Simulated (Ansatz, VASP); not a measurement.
## Two plane-wave programs on Ru

```
Ru
1.0
     0.00000    1.76180    1.91500
     1.76180    0.00000    1.91500
     1.76180    1.76180    0.00000
Ru
1
Direct
  0.00000 0.00000 0.00000
```

Change from the starting cell: strain -0.080 along x and y, +0.000 along z, atoms carried along.

Alike in both runs: task single point; functional r2SCAN; k mesh 22 × 22 × 22; occupations gaussian, width 0.15 eV; no spin polarisation.

|  | VASP | Ansatz |
| --- | --- | --- |
| version | VASP 6.6.1 | Ansatz 0.2.0 |
| potentials or method | VASP PAW PBE potentials, release 64 (Ru_pv), cutoff 520 eV | scalar-relativistic, plane waves, PAW |
| valence electrons in the cell | 14 | 16 |

Ansatz gave:

```
gap on the k mesh at the Fermi level (eV)                     : none
pressure (GPa)                                                : 60.9
traceless stress, the component that is largest in VASP (GPa) : -22.66
```

Question: What did VASP give for the same quantities?

Answer: gap on the k mesh at the Fermi level (eV): none; pressure (GPa): 63.5; traceless stress, the component that is largest in VASP (GPa): -22.87.

VASP's potentials were made for PBE, not for r2SCAN. A gap of «none» marks a metal or a gap that the smearing closes. Both programs put the cell under a high pressure, so it lies far from rest at this level. VASP's potentials hold 14 valence electrons a cell and Ansatz's 16, so a difference there can come from the potentials and not from the codes.

Noted on VASP's run: the cell as given lies far from equilibrium.
